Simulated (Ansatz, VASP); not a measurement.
# One calculation of ZrB2, two programs

The input INCAR:

```
SYSTEM = ZrB2
PREC = Accurate
ENCUT = 600
EDIFF = 1E-6
ISMEAR = 0
SIGMA = 0.2
LREAL = .False.
LASPH = .True.
NELM = 60
ALGO = Normal
ISIF = 3
LWAVE = .False.
LCHARG = .False.
GGA = CA
IBRION = 2
NSW = 80
EDIFFG = -0.001
```

The input KPOINTS:

```
regular mesh
0
Gamma
  16 16 14
  0 0 0
```

The input POSCAR:

```
ZrB2
1.0
    3.1700000000      0.0000000000      0.0000000000
   -1.5850000000      2.7453005300      0.0000000000
    0.0000000000      0.0000000000      3.5330000000
Zr B
1 2
Direct
    0.0000000000      0.0000000000      0.0000000000
    0.3333333333      0.6666666667      0.5000000000
    0.6666666667      0.3333333333      0.5000000000
```

Input for Ansatz:

```yaml
crystal:
  lattice:
    - [3.17, 0.0, 0.0]
    - [-1.585, 2.74530053, 0.0]
    - [0.0, 0.0, 3.533]
  atoms:
    - { symbol: Zr, position: [0.0, 0.0, 0.0] }
    - { symbol: B, position: [0.3333333333, 0.6666666667, 0.5] }
    - { symbol: B, position: [0.6666666667, 0.3333333333, 0.5] }
scf:
  occupations: { method: gaussian, width: 0.2 }
output:
  forces: true
  stress: true
  eigenvalues: true
  write_density: true
  write_potential: true
  elf: true
  volumetric_format: npy
hamiltonian:
  xc: lda
relax:
  f_tol: 0.001
  max_steps: 60
  cell: { stress_tol: 0.03 }
kpoints:
  mp_grid: { grid: [16, 16, 14] }
```

Alike in both runs: task relaxation of cell and atoms; functional LDA; k mesh 16 × 16 × 14; occupations gaussian, width 0.2 eV; no spin polarisation.

```csv
,VASP,Ansatz
version,VASP 6.6.1,Ansatz 0.2.0
potentials or method,"VASP PAW LDA potentials, release 64 (Zr_sv, B)","scalar-relativistic, plane waves, PAW"
plane-wave cutoff (eV),600,420
valence electrons in the cell,18,18
```

Ansatz gave:

* gap on the k mesh at the Fermi level, each at its own relaxed structure (eV): none
* relaxed volume (Å³/atom): 9.88
* relaxed cell length with the largest relative difference (Å): 3.488

Task: Which values does VASP return?

Result: gap on the k mesh at the Fermi level, each at its own relaxed structure (eV): none; relaxed volume (Å³/atom): 9.90; relaxed cell length with the largest relative difference (Å): 3.491.

LDA's correlation is that of Perdew and Zunger in VASP and of Perdew and Wang (1992) in Ansatz. A gap of «none» marks a metal or a gap that the smearing closes.
